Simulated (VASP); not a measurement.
# ZrPdSe3 (Pm-3m) in VASP: a series of runs

Runs on ZrPdSe3. Level: PBE. Tasks: single point, relaxation of cell and atoms.

Everything below comes from runs of VASP 6.6.1. Logs are shortened: lines on timing, memory, paths and dates and some standing lists are left out, and cuts for length are marked.

## Step 1: The cell of the first run

The structure is cubic, space group Pm-3m (No. 221). The conventional cell has a = 4.798 Å, b = 4.798 Å, c = 4.798 Å, α = 90.00°, β = 90.00°, γ = 90.00°. Within 3.2 Å of Zr (site symmetry m-3m) lie 6 Se at 2.40 Å. Within 4.5 Å of Pd (site symmetry m-3m) lie 12 Se at 3.39 Å and 8 Zr at 4.16 Å. Se (site symmetry 4/mmm) has 2 Zr at 2.40 Å within 3.2 Å.

## Step 2: Single point, PBE

INCAR reads:

```
PREC = Accurate
ENCUT = 520
EDIFF = 1E-6
ISMEAR = 0
SIGMA = 0.1
LREAL = False
LASPH = True
NELM = 60
ALGO = Normal
ISIF = 2
LWAVE = False
LCHARG = False
GGA = PE
NBANDS = 28
```

KPOINTS reads:

```
Automatic mesh
0
Gamma
  4 4 4
```

POSCAR reads:

```
ZrPdSe3
1.0
    4.7984502400      0.0000000000      0.0000000000
    0.0000000000      4.7984502400      0.0000000000
    0.0000000000      0.0000000000      4.7984502400
Zr Pd Se
1 1 3
Direct
    0.0000000000      0.0000000000      0.0000000000
    0.5000000000      0.5000000000      0.5000000000
    0.5000000000      0.0000000000      0.0000000000
    0.0000000000      0.5000000000      0.0000000000
    0.0000000000      0.0000000000      0.5000000000
```

Potentials or basis: VASP PAW PBE potentials, release 64 (Zr_sv, Pd, Se).

Run with:

```
cat potpaw_PBE.64/Zr_sv/POTCAR potpaw_PBE.64/Pd/POTCAR potpaw_PBE.64/Se/POTCAR > POTCAR
mpirun -np 1 vasp_std > vasp.out
```

OUTCAR:

```text
PREC = Accurate
   ENCUT = 520
   EDIFF = 1E-6
   ISMEAR = 0
   LREAL = False
   LASPH = True
   NELM = 60
   ISIF = 2
   GGA = PE

 ion  position               nearest neighbor table
   1  0.000  0.000  0.000-   3 2.40   4 2.40   5 2.40   5 2.40   4 2.40   3 2.40
   2  0.500  0.500  0.500-
   3  0.500  0.000  0.000-   1 2.40   1 2.40
   4  0.000  0.500  0.000-   1 2.40   1 2.40
   5  0.000  0.000  0.500-   1 2.40   1 2.40

  LATTYP: Found a simple cubic cell.
 ALAT       =     4.7984502400

  Lattice vectors:

 A1 = (   4.7984502400,   0.0000000000,   0.0000000000)
 A2 = (   0.0000000000,   4.7984502400,   0.0000000000)
 A3 = (   0.0000000000,   0.0000000000,   4.7984502400)

Analysis of symmetry for initial positions (statically):
=====================================================================
 Subroutine PRICEL returns:
 Original cell was already a primitive cell.

 Routine SETGRP: Setting up the symmetry group for a
 simple cubic supercell.

 Subroutine GETGRP returns: Found 48 space group operations
 (whereof 48 operations were pure point group operations)
 out of a pool of 48 trial point group operations.

The static configuration has the point symmetry O_h .

Analysis of symmetry for dynamics (positions and initial velocities):
=====================================================================
 Subroutine PRICEL returns:
 Original cell was already a primitive cell.

 Routine SETGRP: Setting up the symmetry group for a
 simple cubic supercell.

 Subroutine GETGRP returns: Found 48 space group operations
 (whereof 48 operations were pure point group operations)
 out of a pool of 48 trial point group operations.

The dynamic configuration has the point symmetry O_h .

 Subroutine INISYM returns: Found 48 space group operations
 (whereof 48 operations are pure point group operations),
 and found     1 'primitive' translations

----------------------------------------------------------------------------------------

                                     Primitive cell

  volume of cell :     110.4849

  direct lattice vectors                    reciprocal lattice vectors
     4.798450240  0.000000000  0.000000000     0.208400619  0.000000000  0.000000000
     0.000000000  4.798450240  0.000000000     0.000000000  0.208400619  0.000000000
     0.000000000  0.000000000  4.798450240     0.000000000  0.000000000  0.208400619

  length of vectors
     4.798450240  4.798450240  4.798450240     0.208400619  0.208400619  0.208400619

  position of ions in fractional coordinates (direct lattice)
     0.000000000  0.000000000  0.000000000
     0.500000000  0.500000000  0.500000000
     0.500000000  0.000000000  0.000000000
     0.000000000  0.500000000  0.000000000
     0.000000000  0.000000000  0.500000000

  ion indices of the primitive-cell ions
   primitive index   ion index
                 1           1
                 2           2
                 3           3
                 4           4
                 5           5

----------------------------------------------------------------------------------------

 KPOINTS: Automatic mesh

Automatic generation of k-mesh.
 Grid dimensions read from file:
 generate k-points for:    4    4    4

 Generating k-lattice:

  Cartesian coordinates                     Fractional coordinates (reciprocal lattice)
     0.052100155  0.000000000  0.000000000     0.250000000  0.000000000  0.000000000
     0.000000000  0.052100155  0.000000000     0.000000000  0.250000000  0.000000000
     0.000000000  0.000000000  0.052100155     0.000000000  0.000000000  0.250000000

  Length of vectors
     0.052100155  0.052100155  0.052100155

  Shift w.r.t. Gamma in fractional coordinates (k-lattice)
     0.000000000  0.000000000  0.000000000

 Subroutine IBZKPT returns following result:
 ===========================================

 Found     10 irreducible k-points:

 Following reciprocal coordinates:
            Coordinates               Weight
  0.000000  0.000000  0.000000      1.000000
  0.250000  0.000000  0.000000      6.000000
  0.500000  0.000000  0.000000      3.000000
  0.250000  0.250000  0.000000     12.000000
  0.500000  0.250000  0.000000     12.000000
  0.500000  0.500000  0.000000      3.000000
  0.250000  0.250000  0.250000      8.000000
  0.500000  0.250000  0.250000     12.000000
  0.500000  0.500000  0.250000      6.000000
  0.500000  0.500000  0.500000      1.000000
   k-points           NKPTS =     10   k-points in BZ     NKDIM =     10   number of bands    NBANDS=     28
   number of dos      NEDOS =    301   number of ions     NIONS =      5
   total plane-waves  NPLWV =  46656
   dimension x,y,z NGX =    36 NGY =   36 NGZ =   36
   dimension x,y,z NGXF=    72 NGYF=   72 NGZF=   72
   ions per type =               1   1   3
   NGX,Y,Z   is equivalent  to a cutoff of  12.47, 12.47, 12.47 a.u.
   NGXF,Y,Z  is equivalent  to a cutoff of  24.94, 24.94, 24.94 a.u.
 SYSTEM =  unknown system
   PREC   = accura    normal or accurate (medium, high low for compatibility)
   ISTART =      0    job   : 0-new  1-cont  2-samecut
   ICHARG =      2    charge: 1-file 2-atom 10-const
   ISPIN  =      1    spin polarized calculation?
   LNONCOLLINEAR =      F non collinear calculations
   LSORBIT =      F    spin-orbit coupling
   LASPH  =      T    aspherical Exc in radial PAW
   ENCUT  =  520.0 eV  38.22 Ry    6.18 a.u.   8.92  8.92  8.92*2*pi/ulx,y,z
   NELM   =     60;   NELMIN=  2; NELMDL= -5     # of ELM steps
   EDIFF  = 0.1E-05   stopping-criterion for ELM
   LREAL  =      F    real-space projection
   EDIFFG = 0.1E-04   stopping-criterion for IOM
   NSW    =      0    number of steps for IOM
   IBRION =     -1    ionic relax: 0-MD 1-quasi-New 2-CG
   NFREE  =      0    steps in history (QN), initial steepest desc. (CG)
   ISIF   =      2    stress and relaxation
   ISYM   =      2    0-nonsym 1-usesym 2-fastsym
   POTIM  = 0.5000    time-step for ionic-motion
   TEBEG  =    0.0;   TEEND  =   0.0 temperature during run
   PSTRESS=    0.0 pullay stress
   NELECT =      40.0000    total number of electrons
   NUPDOWN=      -1.0000    fix difference up-down
   EMIN   =  10.00;   EMAX   =-10.00  energy-range for DOS
   EFERMI =   0.00;   METHOD = LEGACY
   ISMEAR =     0;   SIGMA  =   0.10  broadening in eV -4-tet -1-fermi 0-gaus
   EFERMI_NEDOS =   21; number of points for ismear=-14 and -15
   IALGO  =     38    algorithm
   IMIX   =      4    mixing-type and parameters
     AMIX     =   0.40;   BMIX     =  1.00
     AMIX_MAG =   1.60;   BMIX_MAG =  1.00
  volume/ion in A,a.u.               =      22.10       149.12
  Fermi-wavevector in a.u.,A,eV,Ry     =   1.166793  2.204919 18.523053  1.361406
  Thomas-Fermi vector in A             =   2.303302
   LORBIT       =      0    0 simple, 1 ext, 2 COOP (PROOUT), +10 PAW based schemes
   GGA     = PE    functional components
   LHFCALC =     F    Hartree Fock is set to
   AEXX    =    0.0000 exact exchange contribution
   IVDW    =     0    specifies the selected vdW correction
   LEPSILON=     F    determine dielectric tensor
   LRPA    =     F    only Hartree local field effects (RPA)
 non-spin polarized calculation
 Gauss-broadening in eV      SIGMA  =   0.10
  energy-cutoff  :      520.00
  volume of cell :      110.48
 maximum number of plane-waves:      3016
 NGX is ok and might be reduce to    36
   NGX = 17   NGY = 17   NGZ = 17

 number of electron      39.9999984 magnetization

 Free energy of the ion-electron system (eV)
  ---------------------------------------------------
  ext. energy  EPLUGINS =         0.00000000
  ---------------------------------------------------
  free energy    TOTEN  =       -22.95611537 eV

  energy without entropy =      -22.90679536  energy(sigma->0) =      -22.93145536

 E-fermi :   5.2533     XC(G=0): -10.2215

 val. band max:        5.2184285095   @ k =   0.5000   0.5000   0.2500
 cond. band min:       5.2753690285   @ k =   0.2500   0.2500   0.2500
 fundamental gap:      0.0569405190
 Fermi energy:         5.2533461488

 k-point     1 :       0.0000    0.0000    0.0000
  band No.  band energies     occupation
      1     -43.1552      2.00000
      2     -21.5188      2.00000
      3     -21.5188      2.00000
      4     -21.5188      2.00000
      5      -8.7583      2.00000
      6      -7.3920      2.00000
[... 20 lines left out ...]
     27       8.8206      0.00000
     28      12.0309      0.00000

 k-point     2 :       0.2500    0.0000    0.0000
  band No.  band energies     occupation
      1     -43.1554      2.00000
      2     -21.5424      2.00000
      3     -21.5175      2.00000
      4     -21.5175      2.00000
      5      -8.5256      2.00000
      6      -7.3735      2.00000
[... 20 lines left out ...]
     27      10.0872      0.00000
     28      11.5462      0.00000

 k-point     3 :       0.5000    0.0000    0.0000
  band No.  band energies     occupation
      1     -43.1556      2.00000
      2     -21.5657      2.00000
      3     -21.5163      2.00000
      4     -21.5163      2.00000
      5      -8.3069      2.00000
      6      -7.3549      2.00000
[... 20 lines left out ...]
     27       9.2261      0.00000
     28      11.2659      0.00000

 k-point     4 :       0.2500    0.2500    0.0000
  band No.  band energies     occupation
      1     -43.1556      2.00000
      2     -21.5412      2.00000
      3     -21.5409      2.00000
      4     -21.5163      2.00000
      5      -8.2731      2.00000
      6      -7.2764      2.00000
[... 144 lines left out ...]
     27      11.7674      0.00000
     28      12.0048      0.00000

 k-point     9 :       0.5000    0.5000    0.2500
  band No.  band energies     occupation
      1     -43.1561      2.00000
      2     -21.5615      2.00000
      3     -21.5615      2.00000
      4     -21.5371      2.00000
      5      -7.4234      2.00000
      6      -6.9463      2.00000
[... 20 lines left out ...]
     27      12.7295      0.00000
     28      12.8988      0.00000

 k-point    10 :       0.5000    0.5000    0.5000
  band No.  band energies     occupation
      1     -43.1563      2.00000
      2     -21.5602      2.00000
      3     -21.5602      2.00000
      4     -21.5602      2.00000
      5      -6.9200      2.00000
      6      -6.9200      2.00000
[... 20 lines left out ...]
     27      12.5184      0.00000
     28      12.5184      0.00000

------------------------ aborting loop because EDIFF is reached ----------------------------------------

  FORCE on cell =-STRESS in cart. coord.  units (eV):
  Direction    XX          YY          ZZ          XY          YZ          ZX
  --------------------------------------------------------------------------------------
  -------------------------------------------------------------------------------------
  Total       14.9519205     14.9519205     14.9519205     -0.0000000      0.0000000      0.0000000
  in kB      216.8226137    216.8226137    216.8226137     -0.0000000      0.0000000      0.0000000
  external PRESSURE =     216.8226137 kB  Pullay stress =       0.0000000 kB

 VOLUME and BASIS-vectors are now :
 -----------------------------------------------------------------------------
  energy-cutoff  :      520.00
  volume of cell :      110.48
      direct lattice vectors                 reciprocal lattice vectors
     4.798450240  0.000000000  0.000000000     0.208400619  0.000000000  0.000000000
     0.000000000  4.798450240  0.000000000     0.000000000  0.208400619  0.000000000
     0.000000000  0.000000000  4.798450240     0.000000000  0.000000000  0.208400619

 POSITION                                       TOTAL-FORCE (eV/Angst)
 -----------------------------------------------------------------------------------
      0.00000      0.00000      0.00000         0.000000      0.000000      0.000000
      2.39923      2.39923      2.39923         0.000000      0.000000      0.000000
      2.39923      0.00000      0.00000         0.000000      0.000000      0.000000
      0.00000      2.39923      0.00000         0.000000      0.000000      0.000000
      0.00000      0.00000      2.39923         0.000000      0.000000      0.000000
 -----------------------------------------------------------------------------------
    total drift:                                0.000000      0.000000      0.000000

  FREE ENERGIE OF THE ION-ELECTRON SYSTEM (eV)
  ---------------------------------------------------
  free  energy   TOTEN  =       -22.9561153650 eV

  energy  without entropy=      -22.9067953558  energy(sigma->0) =      -22.93145536
```

It took 14 s on 1 thread of Intel Xeon 6975P-C (Granite Rapids), shared host; peak memory 0.21 GiB.

What came out:

| Quantity | Value |
| --- | --- |
| Free energy | -22.9561 eV |
| Pressure | 21.7 GPa |
| Band gap on the k mesh | zero (band 20 reaches 5.88 eV, above the bottom of band 21 at 5.00 eV) |

## Step 3: Single point, PBE

This run uses another cell than the first one, of 27.94 Å³/atom, 1.264 times its volume.

INCAR reads:

```
  PREC = Accurate
  ENCUT = 520
  EDIFF = 1E-7
  ISMEAR = 0
  SIGMA = 0.1
  LREAL = F
  LASPH = T
  NELM = 100
  ALGO = Normal
  ISIF = 2
  LWAVE = F
  LCHARG = F
  GGA = PE
  NBANDS = 28
```

KPOINTS is that of step 2.

POSCAR: that of step 2 with these lines changed.

```diff
@@ -2,5 +2,5 @@
 1.0
-    4.7984502400      0.0000000000      0.0000000000
-    0.0000000000      4.7984502400      0.0000000000
-    0.0000000000      0.0000000000      4.7984502400
+    5.1886778351      0.0000000000      0.0000000000
+    0.0000000000      5.1886778351      0.0000000000
+    0.0000000000      0.0000000000      5.1886778351
 Zr Pd Se
```

Potentials or basis: VASP PAW PBE potentials, release 64 (Zr_sv, Pd, Se).

Run with:

```
cat potpaw_PBE.64/Zr_sv/POTCAR potpaw_PBE.64/Pd/POTCAR potpaw_PBE.64/Se/POTCAR > POTCAR
mpirun -np 1 vasp_std > vasp.out
```

It took 19 s on 1 thread of Intel Xeon 6975P-C (Granite Rapids), shared host; peak memory 0.26 GiB.

It converged, with:

| Item | Value |
| --- | --- |
| Free energy | -24.5566 eV |
| Pressure | -0.1 GPa |
| Band gap on the k mesh | zero (band 20 reaches 3.38 eV, above the bottom of band 21 at 2.72 eV) |

Levels at points of the mesh, in eV from the Fermi level:
```tsv
k point	band 15	band 16	band 17	band 18	band 19	band 20	band 21	band 22	band 23	band 24
(0.00, 0.00, 0.00)	-0.78	-0.78	-0.77	-0.77	-0.21	-0.21	-0.21	0.75	0.75	0.75
(0.50, 0.00, 0.00)	-0.86	-0.86	-0.73	-0.67	-0.07	0.08	0.08	0.71	2.65	2.88
(0.50, 0.50, 0.00)	-1.65	-0.76	-0.66	-0.65	-0.36	-0.36	0.59	2.16	2.94	2.94
(0.50, 0.50, 0.50)	-0.70	-0.70	-0.65	-0.65	0.44	0.44	0.44	1.01	3.19	3.19
```

(Part 1 of 3 ends here.)
